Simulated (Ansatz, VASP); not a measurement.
# Au in VASP and in Ansatz

INCAR

```
PREC = Accurate
ENCUT = 520
EDIFF = 1E-6
ISMEAR = -1
SIGMA = 0.05
LREAL = F
LASPH = T
NELM = 100
ALGO = Fast
ISIF = 2
LWAVE = F
LCHARG = F
GGA = PE
NBANDS = 12
```

Contents of KPOINTS:

```
regular mesh
0
Gamma
  11 11 11
```

POSCAR

```
Au
1.0
   -1.6461460541      1.6461460541      1.6461460541
    1.6461460541     -1.6461460541      1.6461460541
    1.6461460541      1.6461460541     -1.6461460541
Au
1
Direct
    0.0000000000      0.0000000000      0.0000000000
```

File input.yaml:

```yaml
crystal:
  lattice:
    - [-1.6461460541, 1.6461460541, 1.6461460541]
    - [1.6461460541, -1.6461460541, 1.6461460541]
    - [1.6461460541, 1.6461460541, -1.6461460541]
  atoms:
    - { symbol: Au, position: [0.0, 0.0, 0.0] }
kpoints:
  mp_grid: { grid: [11, 11, 11] }
scf:
  occupations: { method: fermi_dirac, width: 0.05 }
hamiltonian:
  xc: pbe
  pseudopotentials: { kind: all_electron, lapw: { basis_error: 0.0005 } }
output:
  forces: true
  stress: true
  eigenvalues: true
```

Change from the starting cell: volume scaled by 0.98.

Alike in both runs: task single point; functional PBE; k mesh 11 × 11 × 11; occupations fermi-dirac, width 0.05 eV; no spin polarisation.

|  | VASP | Ansatz |
| --- | --- | --- |
| version | VASP 6.6.1 | Ansatz 0.2.0 |
| potentials or method | VASP PAW PBE potentials, release 64 (Au), cutoff 520 eV | all-electron LAPW, scalar-relativistic |

```tsv
	VASP	Ansatz	Ansatz less VASP
gap on the k mesh at the Fermi level (eV)	none	none	-
pressure (GPa)	1.7	1.8	+0.14
```

A gap of «none» marks a metal or a gap that the smearing closes. Ansatz ran all-electron here, and VASP with PAW potentials.

Spin-orbit coupling is off throughout.
